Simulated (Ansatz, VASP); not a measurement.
MgO in VASP and in Ansatz

The input POSCAR:

```
MgO
1.0
    0.0000000000      2.2820056624      2.1457699243
    2.2820056624      0.0000000000      2.1457699243
    2.2820056624      2.2820056624      0.0000000000
Mg O
1 1
Direct
    0.0000000000      0.0000000000      0.0000000000
    0.2500000000      0.2500000000      0.2500000000
```

The input INCAR.step1:

```
SYSTEM = MgO
  PREC = Accurate
  ENCUT = 520
  EDIFF = 1E-5
  ISMEAR = 0
  SIGMA = 0.01
  LREAL = .False.
  LASPH = .True.
  NELM = 60
  ALGO = Normal
  ISIF = 2
  LWAVE = .True.
  LCHARG = .False.
  NBANDS = 11
  GGA = PE
```

INCAR.step2

```
SYSTEM = MgO
  PREC = Accurate
  ENCUT = 520
  EDIFF = 1E-6
  ISMEAR = 0
  SIGMA = 0.01
  LREAL = .False.
  LASPH = .True.
  NELM = 60
  ALGO = Normal
  ISIF = 2
  LWAVE = .False.
  LCHARG = .False.
  GGA = PE
  LHFCALC = .True.
  HFSCREEN = 0.2079
  PRECFOCK = Normal
  NBANDS = 11
  ISTART = 1
```

Contents of KPOINTS:

```
regular mesh
0
Gamma
  6 6 6
  0 0 0
```

Input for Ansatz:

```yaml
crystal:
  lattice:
    - [0.0, 2.2820056624, 2.1457699243]
    - [2.2820056624, 0.0, 2.1457699243]
    - [2.2820056624, 2.2820056624, 0.0]
  atoms:
    - { symbol: Mg, position: [0.0, 0.0, 0.0] }
    - { symbol: O, position: [0.25, 0.25, 0.25] }
kpoints:
  mp_grid: { grid: [6, 6, 6] }
  band_path:
    path:
      - [0.0, 0.0, 0.0]
      - [-0.5, -0.5, 0.0]
      - [-0.375, -0.375, 0.25]
      - [-0.375, 0.0, 0.375]
      - [0.0, 0.0, 0.5]
      - [-0.5, -0.25, 0.25]
    npoints: 1
hamiltonian:
  xc: hse06
scf:
  occupations: { method: fixed }
  n_extra_bands: 4
output:
  forces: true
  stress: true
  eigenvalues: true
```

Change from the starting cell: uniaxial_z strain -6.0%.

Alike in both runs: task single point; functional HSE06; k mesh 6 × 6 × 6; no spin polarisation.

```csv
,VASP,Ansatz
version,VASP 6.6.1,Ansatz 0.2.0
potentials or method,"VASP PAW PBE potentials, release 64 (Mg, O)","plane waves, PAW"
plane-wave cutoff (eV),520,420
occupations,"gaussian, width 0.01 eV",fixed
valence electrons in the cell,8,16
```

Ansatz gave:

```
gap on the k mesh at the Fermi level (eV)                     : 5.58
pressure (GPa)                                                : 8.5
traceless stress, the component that is largest in VASP (GPa) : 0.91
```

Task: Which values does VASP return?

Result: gap on the k mesh at the Fermi level (eV): 5.55; pressure (GPa): 8.5; traceless stress, the component that is largest in VASP (GPa): 0.90.

VASP's potentials hold 8 valence electrons a cell and Ansatz's 16, so a difference there can come from the potentials and not from the codes. Ansatz's warnings: stress exchange threshold loose, stress scf threshold loose.
